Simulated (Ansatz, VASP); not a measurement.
# NbAs: VASP beside Ansatz

File INCAR:

```
PREC = Accurate
ENCUT = 500
EDIFF = 1E-6
ISMEAR = 0
SIGMA = 0.1
LREAL = False
LASPH = True
NELM = 120
ALGO = Normal
ISIF = 2
LWAVE = False
LCHARG = False
GGA = PE
NBANDS = 16
GGA_COMPAT = False
```

The input KPOINTS:

```
regular mesh
0
Gamma
  6 6 6
```

POSCAR

```
NbAs
1.0
    3.4344319445      0.0000000000      0.0000000000
   -1.7172159722      2.9743053115      0.0000000000
    0.0000000000      0.0000000000      3.4784108205
Nb As
1 1
Direct
    0.0000000000      0.0000000000      0.0000000000
    0.3333333333      0.6666666667      0.5000000000
```

Input for Ansatz:

```yaml
crystal:
  lattice:
    - [3.4344319445, 0.0, 0.0]
    - [-1.7172159722, 2.9743053115, 0.0]
    - [0.0, 0.0, 3.4784108205]
  atoms:
    - { symbol: Nb, position: [0.0, 0.0, 0.0] }
    - { symbol: As, position: [0.3333333333, 0.6666666667, 0.5] }
basis:
  ecutwfc: 420
kpoints:
  mp_grid: { grid: [6, 6, 6] }
hamiltonian:
  xc: pbe
scf:
  occupations: { method: gaussian, width: 0.1 }
  lower_state_search: "off"
output:
  forces: true
  stress: true
  eigenvalues: true
```

Alike in both runs: task single point; functional PBE; k mesh 6 × 6 × 6; occupations gaussian, width 0.1 eV; no spin polarisation.

```csv
,VASP,Ansatz
version,VASP 6.6.1,Ansatz 0.2.0
potentials or method,"VASP PAW PBE potentials, release 64 (Nb_sv, As), cutoff 500 eV","scalar-relativistic, plane waves, PAW"
valence electrons in the cell,18,28
```

Ansatz gave:

| Property | Result |
| --- | --- |
| gap on the k mesh at the Fermi level (eV) | none |
| pressure (GPa) | -0.2 |
| traceless stress, the component that is largest in VASP (GPa) | -0.14 |

Task: What did VASP give for the same quantities?

Result: gap on the k mesh at the Fermi level (eV): none; pressure (GPa): -0.2; traceless stress, the component that is largest in VASP (GPa): -0.11.

A gap of «none» marks a metal or a gap that the smearing closes. VASP's potentials hold 18 valence electrons a cell and Ansatz's 28, so a difference there can come from the potentials and not from the codes.
